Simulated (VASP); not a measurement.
**Au: single point with r2SCANh**

Crystal: Au.

```
Au
1.0
     0.00000    2.07491    2.07491
     2.07491    0.00000    2.07491
     2.07491    2.07491    0.00000
Au
1
Direct
  0.00000 0.00000 0.00000
```

* Program: VASP 6.6.1
* Task: single point
* Functional: r2SCANh
* Potentials or basis: VASP PAW PBE potentials, release 64 (Au)
* Cutoff: 440 eV
* k mesh: 6 × 6 × 6
* Occupations: fermi-dirac, width 0.05 eV
* Spin: no spin polarisation
* Dipole correction: no
* Grid for exact exchange (PRECFOCK): Normal
* Further INCAR settings: ALGO = Normal; EDIFF = 1e-06; NBANDS = 12
* Share of exact exchange: 0.1

| Property | Result |
| --- | --- |
| Pressure | -1.9 GPa |
| Band gap on the k mesh | zero (an odd number of electrons rules out a gap without spin polarisation) |

Levels at points of the mesh, in eV from the Fermi level:
| k point | band 4 | band 5 | band 6 | band 7 | band 8 | band 9 |
| --- | --- | --- | --- | --- | --- | --- |
| (0.00, 0.00, 0.00) | -5.04 | -3.61 | -3.61 | 16.07 | 19.93 | 19.93 |
| (0.50, 0.00, 0.00) | -2.38 | -2.38 | -0.49 | 3.50 | 15.50 | 18.35 |
| (0.50, 0.50, 0.00) | -2.04 | -2.04 | 1.79 | 6.35 | 11.08 | 11.08 |

Run time: 5.7 min on 1 thread of Intel(R) Xeon(R) Platinum 8259CL CPU @ 2.50GHz (Skylake/Cascade Lake), on a shared host, peak memory 0.14 GiB.

Caveat: the k points lie up to 0.44 Å⁻¹ apart, too coarse for converged energies and pressures of a metal; the PAW data sets were made with another functional, which shifts forces and pressure a little; spin-orbit coupling is left out, which moves the levels of the heavy elements.
